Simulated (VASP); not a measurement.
Input of a VASP 6.6.1 run:

The input INCAR:

```
  PREC = Accurate
  ENCUT = 520
  EDIFF = 1E-7
  ISMEAR = 0
  SIGMA = 0.05
  LREAL = False
  LASPH = True
  NELM = 80
  ALGO = Normal
  ISIF = 2
  LWAVE = False
  LCHARG = True
  LDIPOL = True
  IDIPOL = 3
  DIPOL = 0.5 0.5 0.394
  GGA = PE
  IVDW = 12
  LELF = True
  LVHAR = True
  LVACPOTAV = True
  NBANDS = 50
```

The input KPOINTS:

```
regular mesh
0
Gamma
  7 7 1
```

File POSCAR:

```
SnO
1.0
    3.8201636883      0.0000000000      0.0000000000
    0.0000000000      3.8201636883      0.0000000000
    0.0000000000      0.0000000000     22.2260802162
Sn O
4 4
Direct
    0.7500000000      0.2500000000      0.2024648501
    0.2500000000      0.7500000000      0.3087831971
    0.2500000000      1.0000000000      0.4797535150
    0.7500000000      0.5000000000      0.5860718620
    0.2500000000      0.2500000000      0.2556240236
    0.7500000000      0.7500000000      0.2556240236
    0.7500000000      1.0000000000      0.5329126885
    0.2500000000      0.5000000000      0.5329126885
```

Potentials or basis: VASP PAW PBE potentials, release 64 (Sn_d, O).

Run with:

```console
$ cat potpaw_PBE.64/Sn_d/POTCAR potpaw_PBE.64/O/POTCAR > POTCAR
$ mpirun -np 1 vasp_std > vasp.out
```

Problem. Predict the largest force.

Solution. 0.102 eV/Å.

Problem. Predict the dispersion energy per atom.

Solution. -0.159 eV.

Problem. What does it give for the band gap on the k mesh?

Solution. 2.07 eV (least direct gap 2.28 eV).

Forces on the atoms (eV/Å):
```
Sn   0.000 -0.012 -0.078
Sn   0.000 -0.084 -0.058
Sn   0.000  0.084  0.058
Sn   0.000  0.012  0.078
O    0.000 -0.061 -0.003
O    0.000  0.025  0.000
O    0.000 -0.025  0.000
O    0.000  0.061  0.003
```

Caveat: the cell differs from its parent crystal (layers slid over each other); spin-orbit coupling is left out, which moves the levels of the heavy elements.
